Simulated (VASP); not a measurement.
Write the native input for VASP 6.6.1 that does the following.

```yaml
Task: single point
Functional: PBEsol
Potentials_or_basis: VASP PAW PBE potentials, release 64 (Ag)
Cutoff: 520 eV
k_mesh: 18 × 18 × 6
Occupations: gaussian, width 0.15 eV
Spin: no spin polarisation
Dipole_correction: no
Further_INCAR_settings: ALGO = Fast; EDIFF = 1e-06; NBANDS = 30
```

The structure of Ag lies in POSCAR:

```
Ag
1.0
    2.8278888758      0.0000000000      0.0000000000
   -1.4139444379      2.4490236055      0.0000000000
    0.0000000000      0.0000000000      9.1979880009
Ag
4
Direct
    0.3333333333      0.6666666667      0.2500000000
    0.6666666667      0.3333333333      0.7500000000
    0.0000000000      0.0000000000      0.0000000000
    0.0000000000      0.0000000000      0.5000000000
```

This isn't the form of Ag at room conditions, which is fcc.

This cell differs from its parent crystal: strain -0.015 along x and y, -0.015 along z.

The input as run:

INCAR

```
PREC     = Accurate       # precision mode
ENCUT    = 520            # plane-wave cutoff, eV
EDIFF    = 1E-6           # SCF threshold, eV
ISMEAR   = 0              # smearing method
SIGMA    = 0.15           # smearing width, eV
LREAL    = False          # projectors in reciprocal space
LASPH    = True           # aspherical terms in the spheres
NELM     = 100            # most SCF steps
ALGO     = Fast           # electronic algorithm
ISIF     = 2              # what is computed and relaxed
LWAVE    = False          # write WAVECAR
LCHARG   = False          # write CHGCAR
GGA      = PS             # functional
NBANDS   = 30             # bands
```

KPOINTS

```
regular mesh
0
Gamma
  18 18 6
```

Potentials or basis: VASP PAW PBE potentials, release 64 (Ag).

Command:

```console
$ cat potpaw_PBE.64/Ag/POTCAR > POTCAR
$ mpirun -np 1 vasp_std > vasp.out
```

Results of the run:

```yaml
Pressure: 5.8 GPa
Band_gap_on_the_k_mesh: zero (bands 22 and 23 overlap by 6.69 eV)
```

Caveat: the cell differs from its parent crystal (strain -0.015 along x and y, -0.015 along z); the cell stands under pressure; the PAW data sets were made with another functional, which shifts forces and pressure a little.

Run time: 110 s on 1 thread of Intel(R) Xeon(R) 6975P-C (Granite Rapids), with other jobs on the host, peak memory 0.33 GiB.
